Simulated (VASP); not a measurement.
Set up this calculation in VASP 6.6.1, as the native input.

| Quantity | Value |
| --- | --- |
| Task | single point |
| Functional | PBEsol |
| Potentials or basis | VASP PAW PBE potentials, release 64 (La, O) |
| Cutoff | 520 eV |
| k mesh | 8 × 8 × 5 |
| Occupations | fermi-dirac, width 0.05 eV |
| Spin | no spin polarisation |
| Hubbard terms | La f U = 5.0 eV |
| Dipole correction | no |
| k mesh for the DOS | 12 × 12 × 8 |
| Occupations for the DOS | tetrahedron |
| Further INCAR settings | ALGO = Normal; EDIFF = 1e-06 |

The system is La2O3.

```
La O
1.0
     3.93078    0.00000    0.00000
    -1.96539    3.40415    0.00000
     0.00000    0.00000    6.11195
La O
2 3
Direct
  0.33333 0.66667 0.24624
  0.66667 0.33333 0.75376
  0.00000 0.00000 0.00000
  0.33333 0.66667 0.64589
  0.66667 0.33333 0.35411
```

One way to write it, as run:

POSCAR

```
La2O3
1.0
    3.9307778780      0.0000000000      0.0000000000
   -1.9653889390      3.4041534990      0.0000000000
    0.0000000000      0.0000000000      6.1119535200
La O
2 3
Direct
    0.3333333333      0.6666666667      0.2462356800
    0.6666666667      0.3333333333      0.7537643200
    0.0000000000      0.0000000000      0.0000000000
    0.3333333333      0.6666666667      0.6458906500
    0.6666666667      0.3333333333      0.3541093500
```

INCAR.step1

```
SYSTEM = La2O3
PREC = Accurate
ENCUT = 520
EDIFF = 1E-6
ISMEAR = -1
SIGMA = 0.05
LREAL = .FALSE.
LASPH = .TRUE.
NELM = 150
ALGO = Normal
ISIF = 2
LWAVE = .FALSE.
LCHARG = .TRUE.
LMAXMIX = 6
LDAU = .TRUE.
LDAUTYPE = 2
LDAUL = 3 -1
LDAUU = 5 0
LDAUJ = 0 0
LDAUPRINT = 1
GGA = PS
NBANDS = 28
```

KPOINTS.step1

```
regular mesh
0
G
  8 8 5
  0 0 0
```

INCAR.step2

```
SYSTEM = La2O3
PREC = Accurate
ENCUT = 520
EDIFF = 1E-6
ISMEAR = -5
SIGMA = 0.05
LREAL = .FALSE.
LASPH = .TRUE.
NELM = 150
ALGO = Normal
ISIF = 2
LWAVE = .FALSE.
LCHARG = .FALSE.
LMAXMIX = 6
LDAU = .TRUE.
LDAUTYPE = 2
LDAUL = 3 -1
LDAUU = 5 0
LDAUJ = 0 0
LDAUPRINT = 1
GGA = PS
LORBIT = 11
NEDOS = 1001
ICHARG = 11
```

KPOINTS.step2

```
regular mesh
0
G
  12 12 8
  0 0 0
```

Potentials or basis: VASP PAW PBE potentials, release 64 (La, O).

Run with:

```sh
$ cat potpaw_PBE.64/La/POTCAR potpaw_PBE.64/O/POTCAR > POTCAR
$ cp INCAR.step1 INCAR
$ cp KPOINTS.step1 KPOINTS
$ mpirun -np 1 vasp_std > vasp.out
$ cp INCAR.step2 INCAR
$ cp KPOINTS.step2 KPOINTS
$ mpirun -np 1 vasp_std > vasp.out
```

Results of the run:

```yaml
Valence_electrons_inside_the_program's_atomic_spheres: La 8.56; O 4.92, 5.02 (each value once)
```

Run time: 2.8 min on 1 thread of Intel(R) Xeon(R) 6975P-C (Granite Rapids), on a shared host, peak memory 0.39 GiB.
